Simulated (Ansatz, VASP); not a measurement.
## One calculation of Zr3S2, two programs

```
Zr S
1.0
     4.98861    0.00000    0.00000
    -2.49431    4.32027    0.00000
     0.00000    0.00000    4.86223
Zr S
3 2
Direct
  0.33333 0.66667 0.50000
  0.66667 0.33333 0.50000
  0.00000 0.00000 0.00000
  0.33333 0.66667 0.00000
  0.66667 0.33333 0.00000
```

Alike in both runs: functional PBE; k mesh 12 × 12 × 8; occupations gaussian, width 0.1 eV; no spin polarisation.

Ansatz relaxed the structure, and its values are those at the end. VASP's run is a single point on that final structure, the one shown.

|  | VASP | Ansatz |
| --- | --- | --- |
| version | VASP 6.6.1 | Ansatz 0.2.0 |
| potentials or method | VASP PAW PBE potentials, release 64 (Zr_sv, S), cutoff 520 eV | scalar-relativistic, plane waves, PAW |
| valence electrons in the cell | 48 | 48 |

|  | VASP | Ansatz | Ansatz less VASP |
| --- | --- | --- | --- |
| gap on the k mesh at the Fermi level (eV) | none | none | - |
| pressure (GPa) | 0.0 | 0.0 | -0.01 |

A gap of «none» marks a metal or a gap that the smearing closes.
